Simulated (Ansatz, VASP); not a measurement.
One calculation of OsSe, two programs

```
Os Se
1.0
     0.00000    2.73995    2.73995
     2.73995    0.00000    2.73995
     2.73995    2.73995    0.00000
Os Se
1 1
Direct
  0.00000 0.00000 0.00000
  0.25000 0.25000 0.25000
```

Alike in both runs: task single point; functional PBEsol; k mesh 10 × 10 × 10; occupations gaussian, width 0.05 eV; collinear spin.

|  | VASP | Ansatz |
| --- | --- | --- |
| version | VASP 6.6.1 | Ansatz 0.2.0 |
| potentials or method | VASP PAW PBE potentials, release 64 (Os, Se), cutoff 520 eV | scalar-relativistic, plane waves, PAW |
| valence electrons in the cell | 14 | 32 |

```tsv
	VASP	Ansatz	Ansatz less VASP
gap on the k mesh at the Fermi level (eV)	none	none	-
pressure (GPa)	-2.1	-2.9	-0.82
net moment per atom (μB)	0.00	0.00	-0.002
```

VASP's potentials were made for PBE, not for PBEsol. A gap of «none» marks a metal or a gap that the smearing closes. VASP's potentials hold 14 valence electrons a cell and Ansatz's 32, so a difference there can come from the potentials and not from the codes. Ansatz's warnings: seeded moment not kept.

Neither program's run includes spin-orbit coupling.
